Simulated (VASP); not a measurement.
A run of VASP 6.6.1 is set up as follows.

Contents of POSCAR:

```
NaH
1.0
    0.0000000000      2.3901901053      2.3901901053
    2.3901901053      0.0000000000      2.3901901053
    2.3901901053      2.3901901053      0.0000000000
Na H
1 1
Direct
    0.0000000000      0.0000000000      0.0000000000
    0.5000000000      0.5000000000      0.5000000000
```

The input INCAR.step1:

```
SYSTEM = NaH
ALGO = Normal ; EDIFF = 1E-5
ENCUT = 520 ; GGA = PE
ISIF = 2 ; ISMEAR = -1
LASPH = .True. ; LREAL = .False.
LWAVE = .True. ; NBANDS = 11
NELM = 60 ; PREC = Accurate
SIGMA = 0.05
```

File INCAR.step2:

```
SYSTEM = NaH
ALGO = Normal ; EDIFF = 1E-7
ENCUT = 520 ; GGA = PE
HFSCREEN = 0.2079 ; ISIF = 2
ISMEAR = -1 ; ISTART = 1
LASPH = .True. ; LCHARG = .True.
LELF = .True. ; LHFCALC = .True.
LREAL = .False. ; LVHAR = .True.
LWAVE = .False. ; NBANDS = 11
NELM = 60 ; PREC = Accurate
PRECFOCK = Normal ; SIGMA = 0.05
```

Contents of KPOINTS:

```
k-points
0
Gamma
  6 6 6
  0 0 0
```

Potentials or basis: VASP PAW PBE potentials, release 64 (Na_pv, H).

The run is started by

```sh
$ cat potpaw_PBE.64/Na_pv/POTCAR potpaw_PBE.64/H/POTCAR > POTCAR
$ cp INCAR.step1 INCAR
$ mpirun -np 1 vasp_std > vasp.out
$ cp INCAR.step2 INCAR
$ mpirun -np 1 vasp_std > vasp.out
```

Task: What does it give for the band gap on the k mesh?

Result: 4.91 eV (least direct gap 5.83 eV).

Task: Predict the pressure.

Result: 0.4 GPa.

Caveat: the PAW data sets were made with another functional, which shifts forces and pressure a little. A k mesh can miss the band edges.
